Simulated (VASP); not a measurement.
# Ti12Si in VASP: single point with PBE+D3(BJ)

Aim: the single point of Ti12Si with PBE+D3(BJ).

Everything below comes from runs of VASP 6.6.1. Logs are shortened: lines on timing, memory, paths and dates and some standing lists are left out, and cuts for length are marked.

## Step 1: The cell of the first run

The cell holds a slab with vacuum, 13 atoms: a = 5.710 Å, b = 5.710 Å, c = 21.593 Å, α = 90.00°, β = 90.00°, γ = 120.00°.

## Step 2: Single point, PBE+D3(BJ)

Input file INCAR:

```
PREC     = Accurate       # precision mode
ENCUT    = 520            # plane-wave cutoff, eV
EDIFF    = 1E-6           # SCF threshold, eV
ISMEAR   = 0              # smearing method
SIGMA    = 0.1            # smearing width, eV
LREAL    = False          # projectors in reciprocal space
LASPH    = True           # aspherical terms in the spheres
NELM     = 80             # most SCF steps
ALGO     = Normal         # electronic algorithm
ISIF     = 2              # what is computed and relaxed
LWAVE    = False          # write WAVECAR
LCHARG   = True           # write CHGCAR
LDIPOL   = True         
IDIPOL   = 3            
DIPOL    = 0.5 0.5 0.305
GGA      = PE             # functional
IVDW     = 12             # dispersion correction
LELF     = True           # ELF
LVHAR    = True         
LVACPOTAV= True         
NBANDS   = 86             # bands
```

Input file KPOINTS:

```
Automatic mesh
0
Gamma
  6 6 1
```

Input file POSCAR:

```
Ti12Si
1.0
    5.7099611434      0.0000000000      0.0000000000
   -2.8549805717      4.9449714048      0.0000000000
    0.0000000000      0.0000000000     21.5932633302
Ti Si
12 1
Direct
    0.3333333333      0.1666666667      0.1852429593
    0.3333333333      0.6666666667      0.1852429593
    0.8333333333      0.1666666667      0.1852429593
    0.8333333333      0.6666666667      0.1852429593
    0.1666666667      0.3333333333      0.2894365806
    0.1666666667      0.8333333333      0.2894365806
    0.6666666667      0.3333333333      0.2894365806
    0.6666666667      0.8333333333      0.2894365806
    0.0000000000      0.0000000000      0.3933293083
    0.0000000000      0.5000000000      0.3933293083
    0.5000000000      0.0000000000      0.3933293083
    0.5000000000      0.5000000000      0.3933293083
    0.1666666667      0.0833333333      0.4952129359
```

Potentials or basis: VASP PAW PBE potentials, release 64 (Ti_sv, Si).

Run with:

```
cat potpaw_PBE.64/Ti_sv/POTCAR potpaw_PBE.64/Si/POTCAR > POTCAR
mpirun -np 1 vasp_std > vasp.out
```

OUTCAR:

```text
PREC = Accurate
   ENCUT = 520
   EDIFF = 1E-6
   ISMEAR = 0
   LREAL = False
   LASPH = True
   NELM = 80
   ISIF = 2
   GGA = PE
   IVDW = 12
 IVDW          = 12

 ion  position               nearest neighbor table
   1  0.333  0.167  0.185-   5 2.79   6 2.79   7 2.79   4 2.85   2 2.85   2 2.85   4 2.85   3 2.85
                             3 2.85
   2  0.333  0.667  0.185-   6 2.79   5 2.79   8 2.79   3 2.85   1 2.85   1 2.85   3 2.85   4 2.85
                             4 2.85
   3  0.833  0.167  0.185-   7 2.79   8 2.79   5 2.79   4 2.85   2 2.85   4 2.85   2 2.85   1 2.85
                             1 2.85
   4  0.833  0.667  0.185-   8 2.79   7 2.79   6 2.79   3 2.85   1 2.85   3 2.85   1 2.85   2 2.85
                             2 2.85
   5  0.167  0.333  0.289-   9 2.78  12 2.78  10 2.78   1 2.79   2 2.79   3 2.79   8 2.85   6 2.85
                             6 2.85   8 2.85   7 2.85   7 2.85
   6  0.167  0.833  0.289-  10 2.78  11 2.78   9 2.78   2 2.79   1 2.79   4 2.79   7 2.85   5 2.85
                             5 2.85   7 2.85   8 2.85   8 2.85
   7  0.667  0.333  0.289-  11 2.78  10 2.78  12 2.78   3 2.79   4 2.79   1 2.79   8 2.85   6 2.85
                             8 2.85   6 2.85   5 2.85   5 2.85
   8  0.667  0.833  0.289-  12 2.78   9 2.78  11 2.78   4 2.79   3 2.79   2 2.79   7 2.85   5 2.85
                             7 2.85   5 2.85   6 2.85   6 2.85
   9  0.000  0.000  0.393-  13 2.35   5 2.78   8 2.78   6 2.78  12 2.85  10 2.85  10 2.85  12 2.85
                            11 2.85  11 2.85
  10  0.000  0.500  0.393-   6 2.78   7 2.78   5 2.78   9 2.85  11 2.85   9 2.85  11 2.85  12 2.85
                            12 2.85
  11  0.500  0.000  0.393-   7 2.78   6 2.78   8 2.78  10 2.85  12 2.85  12 2.85  10 2.85   9 2.85
                             9 2.85
  12  0.500  0.500  0.393-   8 2.78   5 2.78   7 2.78   9 2.85  11 2.85  11 2.85   9 2.85  10 2.85
                            10 2.85
  13  0.167  0.083  0.495-   9 2.35

  LATTYP: Found a hexagonal cell.
 ALAT       =     5.7099611434
 C/A-ratio  =     3.7816830602

  Lattice vectors:

 A1 = (   5.7099611434,   0.0000000000,   0.0000000000)
 A2 = (  -2.8549805717,   4.9449714048,   0.0000000000)
 A3 = (   0.0000000000,   0.0000000000,  21.5932633302)

Analysis of symmetry for initial positions (statically):
=====================================================================
 Subroutine PRICEL returns:
 Original cell was already a primitive cell.

 Routine SETGRP: Setting up the symmetry group for a
 hexagonal supercell.

 Subroutine GETGRP returns: Found  2 space group operations
 (whereof  2 operations were pure point group operations)
 out of a pool of 24 trial point group operations.

The static configuration has the point symmetry C_1h.

Analysis of symmetry for dynamics (positions and initial velocities):
=====================================================================
 Subroutine PRICEL returns:
 Original cell was already a primitive cell.

[... 143 lines left out ...]
   LHFCALC =     F    Hartree Fock is set to
   AEXX    =    0.0000 exact exchange contribution
   IVDW    =    12    specifies the selected vdW correction
   LEPSILON=     F    determine dielectric tensor
   LRPA    =     F    only Hartree local field effects (RPA)
 non-spin polarized calculation
 Gauss-broadening in eV      SIGMA  =   0.10
  energy-cutoff  :      520.00
  volume of cell :      609.70
 maximum number of plane-waves:     16485
   NGX = 21   NGY = 21   NGZ = 81

 dipolmoment           0.000000      0.000000     -1.185833 electrons x Angstroem

 number of electron     147.9999947 magnetization

 dipolmoment           0.000000      0.000000      0.063061 electrons x Angstroem

 Free energy of the ion-electron system (eV)
  ---------------------------------------------------
  ext. energy  EPLUGINS =         0.00000000
  ---------------------------------------------------
  free energy    TOTEN  =       -91.66240150 eV

  energy without entropy =      -91.54386139  energy(sigma->0) =      -91.60313144

 E-fermi :   0.0687     XC(G=0):  -5.1102

 val. band max:        0.0560847358   @ k =   0.3333   0.0000   0.0000
 cond. band min:       0.0691080525   @ k =   0.3333   0.3333   0.0000
 fundamental gap:      0.0130233167
 Fermi energy:         0.0687126501

 k-point     1 :       0.0000    0.0000    0.0000
  band No.  band energies     occupation
      1     -56.7299      2.00000
      2     -56.6960      2.00000
      3     -56.6435      2.00000
      4     -56.6431      2.00000
      5     -56.5911      2.00000
      6     -56.5897      2.00000
[... 1146 lines left out ...]
     85       0.9407      0.00000
     86       1.1395      0.00000

------------------------ aborting loop because EDIFF is reached ----------------------------------------

 Edisp (eV)   -5.63583

 E8    (eV) :    -2.7714

  FORCE on cell =-STRESS in cart. coord.  units (eV):
  Direction    XX          YY          ZZ          XY          YZ          ZX
  --------------------------------------------------------------------------------------
  -------------------------------------------------------------------------------------
  Total      -2.44883    -2.36653     0.06448    -0.07128     0.51559     0.89303
  in kB      -6.43509    -6.21882     0.16945    -0.18730     1.35489     2.34673
  external pressure =       -4.16 kB  Pullay stress =        0.00 kB

 VOLUME and BASIS-vectors are now :
 -----------------------------------------------------------------------------
  energy-cutoff  :      520.00
  volume of cell :      609.70
      direct lattice vectors                 reciprocal lattice vectors
     5.709961143  0.000000000  0.000000000     0.175132540  0.101112819  0.000000000
    -2.854980572  4.944971405  0.000000000     0.000000000  0.202225639  0.000000000
     0.000000000  0.000000000 21.593263330     0.000000000  0.000000000  0.046310740

 POSITION                                       TOTAL-FORCE (eV/Angst)
 -----------------------------------------------------------------------------------
      1.42749      0.82416      4.00000        -0.007386     -0.004264      0.029993
     -0.00000      3.29665      4.00000        -0.051096     -0.029500      0.027861
      4.28247      0.82416      4.00000         0.000624      0.030274      0.078633
      2.85498      3.29665      4.00000         0.026530     -0.014597      0.078633
      0.00000      1.64832      6.24988        -0.051535      0.222627     -0.268746
     -1.42749      4.12081      6.24988         0.167033     -0.155944     -0.268746
      2.85498      1.64832      6.24988         0.057971      0.033469     -0.117461
      1.42749      4.12081      6.24988        -0.106809     -0.061666     -0.201211
      0.00000      0.00000      8.49326         0.089077      0.051428     -1.394944
     -1.42749      2.47249      8.49326         0.278083      0.160552      0.899266
      2.85498      0.00000      8.49326        -0.604910      0.109543      0.745588
      1.42749      2.47249      8.49326        -0.207588     -0.578639      0.745588
      0.71375      0.41208     10.69326         0.410007      0.236717     -0.354455
 -----------------------------------------------------------------------------------
    total drift:                               -0.000813     -0.000470     -0.005046

  FREE ENERGIE OF THE ION-ELECTRON SYSTEM (eV)
  ---------------------------------------------------
  free  energy   TOTEN  =       -97.2982278539 eV

  energy  without entropy=      -97.1796877430  energy(sigma->0) =      -97.23895780

 vacuum level on the upper side and lower side of the slab         5.143         4.736
```

stdout:

```text
POSCAR found type information on POSCAR TiSi
 POSCAR found :  2 types and      13 ions
 scaLAPACK will be used
 LDA part: xc-table for (Slater+PW92), standard interpolation
 POSCAR, INCAR and KPOINTS ok, starting setup
 FFT: planning ... GRIDC
 FFT: planning ... GRID_SOFT
 FFT: planning ... GRID
 WAVECAR not read
 entering main loop
 -----------------------------------------------------------------------------
|                                                                             |
|           W    W    AA    RRRRR   N    N  II  N    N   GGGG   !!!           |
|           W    W   A  A   R    R  NN   N  II  NN   N  G    G  !!!           |
|           W    W  A    A  R    R  N N  N  II  N N  N  G       !!!           |
|           W WW W  AAAAAA  RRRRR   N  N N  II  N  N N  G  GGG   !            |
|           WW  WW  A    A  R   R   N   NN  II  N   NN  G    G                |
|           W    W  A    A  R    R  N    N  II  N    N   GGGG   !!!           |
|                                                                             |
|     Did not find any points to average over, which means that no vacuum     |
|     field-free region was found. Please increase the size of  your cell     |
|     in the dimension of the dipole correction to obtain accurate            |
|     workfunction values.                                                    |
|                                                                             |
 -----------------------------------------------------------------------------
```

It took 67 min on 1 thread of Intel Xeon 8259CL, shared host; peak memory 0.88 GiB.

What came out:

| Quantity | Value |
| --- | --- |
| Free energy | -97.2982 eV |
| Largest force | 1.399 eV/Å |
| Band gap on the k mesh | zero (bands 74 and 75 overlap by 0.65 eV) |
| Dispersion energy per atom | -0.434 eV |

Forces in eV/Å, atoms in the order of the input:
```
Ti  -0.007 -0.004  0.030
Ti  -0.051 -0.029  0.028
Ti   0.001  0.030  0.079
Ti   0.027 -0.015  0.079
Ti  -0.052  0.223 -0.269
Ti   0.167 -0.156 -0.269
Ti   0.058  0.033 -0.117
Ti  -0.107 -0.062 -0.201
Ti   0.089  0.051 -1.395
Ti   0.278  0.161  0.899
Ti  -0.605  0.110  0.746
Ti  -0.208 -0.579  0.746
Si   0.410  0.237 -0.354
```

Levels at points of the mesh, in eV from the Fermi level:
```tsv
k point	band 72	band 73	band 74	band 75	band 76	band 77
(0.00, 0.00, 0.00)	0.33	0.39	0.49	0.54	0.74	0.77
(0.50, 0.00, 0.00)	-0.38	-0.34	-0.20	-0.15	-0.02	-0.02
(0.00, 0.50, 0.00)	-0.34	-0.32	-0.21	-0.14	-0.03	-0.01
```
